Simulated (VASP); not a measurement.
# InP (F-43m) in VASP: further runs

The runs below take InP through single point, with PBE-based screened hybrid.

All numbers are computed with VASP 6.6.1; they aren't measurements. Logs are shortened: lines on timing, memory, paths and dates and some standing lists are left out, and cuts for length are marked.

## 1. The cell of the first run

It takes space group F-43m (No. 216, cubic). Conventional cell: a = 5.861 Å, b = 5.861 Å, c = 5.861 Å, α = 90.00°, β = 90.00°, γ = 90.00°. In (site symmetry -43m) has 4 P at 2.54 Å within 3.3 Å. P (site symmetry -43m) has 4 In at 2.54 Å within 3.3 Å.

## 2. Single point, PBE-based screened hybrid

Contents of POSCAR:

```
InP
1.0
    0.0000000000      2.9305005221      2.9305005221
    2.9305005221      0.0000000000      2.9305005221
    2.9305005221      2.9305005221      0.0000000000
In P
1 1
Direct
    0.0000000000      0.0000000000      0.0000000000
    0.7500000000      0.7500000000      0.7500000000
```

Contents of INCAR.step1:

```
SYSTEM = InP
PREC = Accurate
ENCUT = 520
EDIFF = 1E-5
ISMEAR = 0
SIGMA = 0.05
LREAL = .False.
LASPH = .True.
NELM = 80
ALGO = Normal
ISIF = 2
LWAVE = .True.
LCHARG = .False.
NBANDS = 16
GGA = PE
```

Contents of INCAR.step2:

```
SYSTEM = InP
PREC = Accurate
ENCUT = 520
EDIFF = 1E-6
ISMEAR = 0
SIGMA = 0.05
LREAL = .False.
LASPH = .True.
NELM = 80
ALGO = Normal
ISIF = 2
LWAVE = .False.
LCHARG = .False.
GGA = PE
LHFCALC = .True.
AEXX = 0.3
HFSCREEN = 0.20787
PRECFOCK = Normal
NBANDS = 16
ISTART = 1
```

Contents of KPOINTS:

```
Automatic mesh
0
Gamma
  4 4 4
  0 0 0
```

Potentials or basis: VASP PAW PBE potentials, release 64 (In_d, P).

Run with:

```sh
cat potpaw_PBE.64/In_d/POTCAR potpaw_PBE.64/P/POTCAR > POTCAR
cp INCAR.step1 INCAR
mpirun -np 1 vasp_std > vasp.out
cp INCAR.step2 INCAR
mpirun -np 1 vasp_std > vasp.out
```

OUTCAR:

```text
SYSTEM = InP
   PREC = Accurate
   ENCUT = 520
   EDIFF = 1E-6
   ISMEAR = 0
   LREAL = .False.
   LASPH = .True.
   NELM = 80
   ISIF = 2
   GGA = PE
   LHFCALC = .True.
   AEXX = 0.3
   HFSCREEN = 0.20787
   PRECFOCK = Normal
   ISTART = 1

 ion  position               nearest neighbor table
   1  0.000  0.000  0.000-   2 2.54   2 2.54   2 2.54   2 2.54
   2  0.750  0.750  0.750-   1 2.54   1 2.54   1 2.54   1 2.54

  LATTYP: Found a face centered cubic cell.
 ALAT       =     5.8610010442

  Lattice vectors:

 A1 = (   0.0000000000,   2.9305005221,   2.9305005221)
 A2 = (   2.9305005221,   0.0000000000,   2.9305005221)
 A3 = (   2.9305005221,   2.9305005221,   0.0000000000)

Analysis of symmetry for initial positions (statically):
=====================================================================
 Subroutine PRICEL returns:
 Original cell was already a primitive cell.

 Routine SETGRP: Setting up the symmetry group for a
 face centered cubic supercell.

 Subroutine GETGRP returns: Found 24 space group operations
 (whereof 24 operations were pure point group operations)
 out of a pool of 48 trial point group operations.

The static configuration has the point symmetry T_d .

Analysis of symmetry for dynamics (positions and initial velocities):
=====================================================================
 Subroutine PRICEL returns:
 Original cell was already a primitive cell.

 Routine SETGRP: Setting up the symmetry group for a
 face centered cubic supercell.

 Subroutine GETGRP returns: Found 24 space group operations
 (whereof 24 operations were pure point group operations)
 out of a pool of 48 trial point group operations.

The dynamic configuration has the point symmetry T_d .

 Subroutine INISYM returns: Found 24 space group operations
 (whereof 24 operations are pure point group operations),
 and found     1 'primitive' translations

----------------------------------------------------------------------------------------

                                     Primitive cell

  volume of cell :      50.3333

  direct lattice vectors                    reciprocal lattice vectors
     0.000000000  2.930500522  2.930500522    -0.170619318  0.170619318  0.170619318
     2.930500522  0.000000000  2.930500522     0.170619318 -0.170619318  0.170619318
     2.930500522  2.930500522  0.000000000     0.170619318  0.170619318 -0.170619318

  length of vectors
     4.144353583  4.144353583  4.144353583     0.295521327  0.295521327  0.295521327

  position of ions in fractional coordinates (direct lattice)
     0.000000000  0.000000000  0.000000000
     0.750000000  0.750000000  0.750000000

  ion indices of the primitive-cell ions
   primitive index   ion index
                 1           1
                 2           2

----------------------------------------------------------------------------------------

 KPOINTS: Automatic mesh

Automatic generation of k-mesh.
 Grid dimensions read from file:
 generate k-points for:    4    4    4

 Generating k-lattice:

  Cartesian coordinates                     Fractional coordinates (reciprocal lattice)
    -0.042654829  0.042654829  0.042654829     0.250000000  0.000000000  0.000000000
     0.042654829 -0.042654829  0.042654829     0.000000000  0.250000000  0.000000000
     0.042654829  0.042654829 -0.042654829     0.000000000  0.000000000  0.250000000

  Length of vectors
     0.073880332  0.073880332  0.073880332

  Shift w.r.t. Gamma in fractional coordinates (k-lattice)
     0.000000000  0.000000000  0.000000000

 Subroutine IBZKPT returns following result:
 ===========================================

 Found      8 irreducible k-points:

 Following reciprocal coordinates:
            Coordinates               Weight
  0.000000  0.000000  0.000000      1.000000
  0.250000  0.000000  0.000000      8.000000
  0.500000  0.000000  0.000000      4.000000
  0.250000  0.250000  0.000000      6.000000
  0.500000  0.250000  0.000000     24.000000
 -0.250000  0.250000  0.000000     12.000000
  0.500000  0.500000  0.000000      3.000000
 -0.250000  0.500000  0.250000      6.000000
   k-points           NKPTS =      8   k-points in BZ     NKDIM =     64   number of bands    NBANDS=     16
   number of dos      NEDOS =    301   number of ions     NIONS =      2
   total plane-waves  NPLWV =  32768
   dimension x,y,z NGX =    32 NGY =   32 NGZ =   32
   dimension x,y,z NGXF=    64 NGYF=   64 NGZF=   64
   ions per type =               1   1
   NGX,Y,Z   is equivalent  to a cutoff of  12.84, 12.84, 12.84 a.u.
   NGXF,Y,Z  is equivalent  to a cutoff of  25.67, 25.67, 25.67 a.u.
 SYSTEM =  InP
   PREC   = accura    normal or accurate (medium, high low for compatibility)
   ISTART =      1    job   : 0-new  1-cont  2-samecut
   ICHARG =      0    charge: 1-file 2-atom 10-const
   ISPIN  =      1    spin polarized calculation?
   LNONCOLLINEAR =      F non collinear calculations
   LSORBIT =      F    spin-orbit coupling
   LASPH  =      T    aspherical Exc in radial PAW
   ENCUT  =  520.0 eV  38.22 Ry    6.18 a.u.   7.71  7.71  7.71*2*pi/ulx,y,z
   NELM   =     80;   NELMIN=  2; NELMDL=  0     # of ELM steps
   EDIFF  = 0.1E-05   stopping-criterion for ELM
   LREAL  =      F    real-space projection
   EDIFFG = 0.1E-04   stopping-criterion for IOM
   NSW    =      0    number of steps for IOM
   IBRION =     -1    ionic relax: 0-MD 1-quasi-New 2-CG
   NFREE  =      0    steps in history (QN), initial steepest desc. (CG)
   ISIF   =      2    stress and relaxation
   ISYM   =      3    0-nonsym 1-usesym 2-fastsym
   POTIM  = 0.5000    time-step for ionic-motion
   TEBEG  =    0.0;   TEEND  =   0.0 temperature during run
   PSTRESS=    0.0 pullay stress
   NELECT =      18.0000    total number of electrons
   NUPDOWN=      -1.0000    fix difference up-down
   EMIN   =  10.00;   EMAX   =-10.00  energy-range for DOS
   EFERMI =   0.00;   METHOD = LEGACY
   ISMEAR =     0;   SIGMA  =   0.05  broadening in eV -4-tet -1-fermi 0-gaus
   EFERMI_NEDOS =   21; number of points for ismear=-14 and -15
   IALGO  =     38    algorithm
   IMIX   =      1    mixing-type and parameters
     AMIX     =   0.40;   BMIX     =  1.00
     AMIX_MAG =   1.60;   BMIX_MAG =  1.00
  volume/ion in A,a.u.               =      25.17       169.83
  Fermi-wavevector in a.u.,A,eV,Ry     =   1.162021  2.195901 18.371839  1.350292
  Thomas-Fermi vector in A             =   2.298586
   LORBIT       =      0    0 simple, 1 ext, 2 COOP (PROOUT), +10 PAW based schemes
   GGA     = PE    functional components
   LHFCALC =     T    Hartree Fock is set to
   PRECFOCK=normal    Normal, Fast or Accurate (Low or Medium for compatibility)
   ENCUT4O =  -1.0   cutoff for four orbital integrals eV
   NKREDX  =     1    reduce k-point grid by
   NKREDY  =     1    reduce k-point grid by
   NKREDZ  =     1    reduce k-point grid by
   AEXX    =    0.3000 exact exchange contribution
   HFSCREEN=    0.2079 screening length (either q_TF or 0.3 A-1)
   HFSCREENC=   0.2079 screening length for correlation (either q_TF or 0.3 A-1)
   ENCUTFOCK=  -1.0 apply spherical cutoff to Coloumb kernel
   IVDW    =     0    specifies the selected vdW correction
   LEPSILON=     F    determine dielectric tensor
   LRPA    =     F    only Hartree local field effects (RPA)
 non-spin polarized calculation
 Gauss-broadening in eV      SIGMA  =   0.05
  energy-cutoff  :      520.00
  volume of cell :       50.33
 maximum number of plane-waves:      1380
 NGX is ok and might be reduce to    32
  NGX = 24; NGY = 24; NGZ = 24

 number of electron      18.0000005 magnetization

 Free energy of the ion-electron system (eV)
  ---------------------------------------------------
  ext. energy  EPLUGINS =         0.00000000
  ---------------------------------------------------
  free energy    TOTEN  =       -10.23360473 eV

  energy without entropy =      -10.23360473  energy(sigma->0) =      -10.23360473

 E-fermi :   4.9036     XC(G=0):  -7.4064

 val. band max:        4.6883822107   @ k =   0.0000   0.0000   0.0000
 cond. band min:       6.4014872930   @ k =   0.0000   0.0000   0.0000
 fundamental gap:      1.7131050823
 Fermi energy:         4.9036141860

 k-point     1 :       0.0000    0.0000    0.0000
  band No.  band energies     occupation
      1     -11.5414      2.00000
      2     -11.5414      2.00000
      3     -11.5414      2.00000
      4     -11.3782      2.00000
      5     -11.3782      2.00000
      6      -8.2696      2.00000
      7       4.6884      2.00000
      8       4.6884      2.00000
      9       4.6884      2.00000
     10       6.4015      0.00000
     11       9.7845      0.00000
     12       9.7845      0.00000
     13       9.7845      0.00000
     14      14.4978      0.00000
     15      15.4082      0.00000
     16      15.4082      0.00000

 k-point     2 :       0.2500    0.0000    0.0000
  band No.  band energies     occupation
      1     -11.5995      2.00000
      2     -11.5175      2.00000
      3     -11.5175      2.00000
      4     -11.3760      2.00000
      5     -11.3760      2.00000
      6      -7.5221      2.00000
      7       0.9710      2.00000
      8       4.0788      2.00000
      9       4.0788      2.00000
     10       7.4647      0.00000
     11      10.5423      0.00000
     12      10.5423      0.00000
     13      11.1370      0.00000
     14      14.4497      0.00000
     15      14.4497      0.00000
     16      14.9519      0.00000

 k-point     3 :       0.5000    0.0000    0.0000
  band No.  band energies     occupation
      1     -11.6535      2.00000
      2     -11.5008      2.00000
      3     -11.5008      2.00000
      4     -11.3661      2.00000
      5     -11.3661      2.00000
      6      -6.3652      2.00000
      7      -1.6442      2.00000
      8       3.6132      2.00000
      9       3.6132      2.00000
     10       7.1349      0.00000
     11      10.5213      0.00000
     12      10.5213      0.00000
     13      12.9240      0.00000
     14      15.5150      0.00000
     15      16.7750      0.00000
     16      16.7750      0.00000

 k-point     4 :       0.2500    0.2500    0.0000
  band No.  band energies     occupation
      1     -11.6400      2.00000
      2     -11.4894      2.00000
      3     -11.4894      2.00000
      4     -11.4012      2.00000
      5     -11.3615      2.00000
      6      -7.2740      2.00000
      7       1.1248      2.00000
      8       3.1393      2.00000
      9       3.1393      2.00000
     10       8.0410      0.00000
     11       8.8437      0.00000
     12      12.2948      0.00000
     13      12.2948      0.00000
     14      12.7137      0.00000
     15      16.0162      0.00000
     16      18.2092      0.00000

 k-point     5 :       0.5000    0.2500    0.0000
  band No.  band energies     occupation
      1     -11.6787      2.00000
      2     -11.4769      2.00000
      3     -11.4654      2.00000
      4     -11.3985      2.00000
      5     -11.3583      2.00000
      6      -6.0759      2.00000
      7      -1.1573      2.00000
      8       1.7278      2.00000
      9       2.7646      2.00000
     10       8.1306      0.00000
     11      10.1830      0.00000
     12      11.9704      0.00000
     13      12.5698      0.00000
     14      15.5473      0.00000
     15      16.9229      0.00000
     16      18.1813      0.00000

 k-point     6 :      -0.2500    0.2500    0.0000
  band No.  band energies     occupation
      1     -11.6497      2.00000
      2     -11.4930      2.00000
      3     -11.4872      2.00000
      4     -11.3798      2.00000
      5     -11.3738      2.00000
      6      -6.5062      2.00000
      7      -0.5271      2.00000
      8       1.6020      2.00000
      9       3.5596      2.00000
     10       8.7258      0.00000
     11      10.8636      0.00000
     12      11.3210      0.00000
     13      11.4918      0.00000
     14      13.9109      0.00000
     15      16.4941      0.00000
     16      18.0379      0.00000

 k-point     7 :       0.5000    0.5000    0.0000
  band No.  band energies     occupation
      1     -11.7219      2.00000
      2     -11.4350      2.00000
      3     -11.4350      2.00000
      4     -11.4289      2.00000
      5     -11.3448      2.00000
      6      -5.6382      2.00000
      7      -1.6365      2.00000
      8       2.1125      2.00000
      9       2.1125      2.00000
     10       7.1931      0.00000
     11       7.8499      0.00000
     12      15.3812      0.00000
     13      15.8712      0.00000
     14      15.8712      0.00000
     15      16.9249      0.00000
     16      17.9466      0.00000

 k-point     8 :      -0.2500    0.5000    0.2500
  band No.  band energies     occupation
      1     -11.6884      2.00000
      2     -11.4786      2.00000
      3     -11.4429      2.00000
      4     -11.3992      2.00000
      5     -11.3643      2.00000
      6      -5.5567      2.00000
      7      -1.4483      2.00000
      8       1.4234      2.00000
      9       1.5036      2.00000
     10       9.8915      0.00000
     11      10.3146      0.00000
     12      11.3948      0.00000
     13      11.9041      0.00000
     14      16.4467      0.00000
     15      17.5354      0.00000
     16      18.1255      0.00000

------------------------ aborting loop because EDIFF is reached ----------------------------------------

  FORCE on cell =-STRESS in cart. coord.  units (eV):
  Direction    XX          YY          ZZ          XY          YZ          ZX
  --------------------------------------------------------------------------------------
  -------------------------------------------------------------------------------------
  Total        0.3853554      0.3853554      0.3853554     -0.0000000      0.0000000     -0.0000000
  in kB       12.2663854     12.2663854     12.2663854     -0.0000000      0.0000000     -0.0000000
  external PRESSURE =      12.2663854 kB  Pullay stress =       0.0000000 kB

 VOLUME and BASIS-vectors are now :
 -----------------------------------------------------------------------------
  energy-cutoff  :      520.00
  volume of cell :       50.33
      direct lattice vectors                 reciprocal lattice vectors
     0.000000000  2.930500522  2.930500522    -0.170619318  0.170619318  0.170619318
     2.930500522  0.000000000  2.930500522     0.170619318 -0.170619318  0.170619318
     2.930500522  2.930500522  0.000000000     0.170619318  0.170619318 -0.170619318

 POSITION                                       TOTAL-FORCE (eV/Angst)
 -----------------------------------------------------------------------------------
      0.00000      0.00000      0.00000        -0.000000     -0.000000      0.000000
      4.39575      4.39575      4.39575         0.000000      0.000000     -0.000000
 -----------------------------------------------------------------------------------
    total drift:                               -0.000064     -0.000089     -0.000046

  FREE ENERGIE OF THE ION-ELECTRON SYSTEM (eV)
  ---------------------------------------------------
  free  energy   TOTEN  =       -10.2336047336 eV

  energy  without entropy=      -10.2336047335  energy(sigma->0) =      -10.23360473
```

Wall time 3 min (1 thread of Intel Xeon 6975P-C (Granite Rapids), shared host); peak memory 0.28 GiB.

Results:

| Quantity | Value |
| --- | --- |
| Free energy | -10.2336 eV |
| Pressure | 1.2 GPa |
| Band gap on the k mesh | 1.71 eV, direct |

Caveat: the k points lie up to 0.46 Å⁻¹ apart; the PAW data sets were made with another functional, which shifts forces and pressure a little; spin-orbit coupling is left out, which moves the levels of the heavy elements.

[end of part 1 of 2]
